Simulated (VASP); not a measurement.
A run of VASP 6.6.1 is set up as follows.

INCAR

```
SYSTEM = KF
PREC = Accurate
ENCUT = 520
EDIFF = 1E-6
ISMEAR = 0
SIGMA = 0.05
LREAL = .FALSE.
LASPH = .TRUE.
NELM = 100
ALGO = Normal
ISIF = 2
LWAVE = .FALSE.
LCHARG = .FALSE.
GGA = CA
NBANDS = 15
```

KPOINTS

```
Automatic mesh
0
G
  8 8 8
  0 0 0
```

The input POSCAR:

```
KF
1.0
    0.0000000000      2.5817196783      2.2912762145
    2.4461793952      0.0000000000      2.2912762145
    2.4461793952      2.5817196783      0.0000000000
K F
1 1
Direct
    0.0000000000      0.0000000000      0.0000000000
    0.5000000000      0.5000000000      0.5000000000
```

Potentials or basis: VASP PAW LDA potentials, release 64 (K_sv, F).

Run with:

```bash
$ cat potpaw_LDA.64/K_sv/POTCAR potpaw_LDA.64/F/POTCAR > POTCAR
$ mpirun -np 1 vasp_std > vasp.out
```

(1) Estimate the band gap on the k mesh.

(2) What does it give for the pressure?

Answers

(1) 6.76 eV (least direct gap 6.93 eV).

(2) 14.7 GPa.

Caveat: the cell differs from its parent crystal (normal strain along x -0.0525, normal strain along z -0.1125); the stress differs along the axes, from 4 to 28 GPa.
